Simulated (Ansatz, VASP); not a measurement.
## Two plane-wave programs on Ir

```
Ir
1.0
    -1.49032    1.49032    1.49032
     1.49032   -1.49032    1.49032
     1.49032    1.49032   -1.49032
Ir
1
Direct
  0.00000 0.00000 0.00000
```

Change from the starting cell: volume scaled by 0.88, PAW files.

Alike in both runs: task single point; functional PBE; k mesh 17 × 17 × 17; occupations fermi-dirac, width 0.05 eV; no spin polarisation.

|  | VASP | Ansatz |
| --- | --- | --- |
| version | VASP 6.6.1 | Ansatz 0.2.0 |
| potentials or method | VASP PAW PBE potentials, release 64 (Ir) | PAW with Ansatz's default frozen-core files, scalar-relativistic |
| plane-wave cutoff (eV) | 520 | 420 |
| valence electrons in the cell | 9 | 17 |

Ansatz gave:

| Item | Value |
| --- | --- |
| pressure (GPa) | 54.1 |

Question: What did VASP give for the same quantities?

Answer: Pressure (GPa): 55.4.

Both programs put the cell under a high pressure, so it lies far from rest at this level. The functional is the same, so the differences come from potentials, cutoffs and numerics. VASP's potentials hold 9 valence electrons a cell and Ansatz's 17, so a difference there can come from the potentials and not from the codes.

Spin-orbit coupling is off throughout.
